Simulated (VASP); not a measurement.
Here is a VASP 6.6.1 calculation.

The input INCAR:

```
SYSTEM = Ti2Si
PREC = Accurate
ENCUT = 520
EDIFF = 1E-7
ISMEAR = 0
SIGMA = 0.1
LREAL = .False.
LASPH = .True.
NELM = 80
ALGO = Fast
ISIF = 2
LWAVE = .False.
LCHARG = .False.
GGA = PE
NBANDS = 21
```

File KPOINTS:

```
regular mesh
0
Gamma
  12 12 16
  0 0 0
```

Contents of POSCAR:

```
Ti2Si
1.0
    4.4076201119      0.0000000000      0.0000000000
   -2.2038100559      3.8171109871      0.0000000000
    0.0000000000      0.0000000000      2.6449117060
Si Ti
1 2
Direct
    0.0000000000      0.0000000000      0.0000000000
    0.6666666667      0.3333333333      0.5000000000
    0.3333333333      0.6666666667      0.5000000000
```

Potentials or basis: VASP PAW PBE potentials, release 64 (Si, Ti_sv).

Command:

```sh
$ cat potpaw_PBE.64/Si/POTCAR potpaw_PBE.64/Ti_sv/POTCAR > POTCAR
$ mpirun -np 1 vasp_std > vasp.out
```

Q: What does it give for the band gap on the k mesh?

A: Zero (band 14 reaches 10.38 eV, above the bottom of band 15 at 9.63 eV).

Q: Predict the pressure.

A: -0.1 GPa.
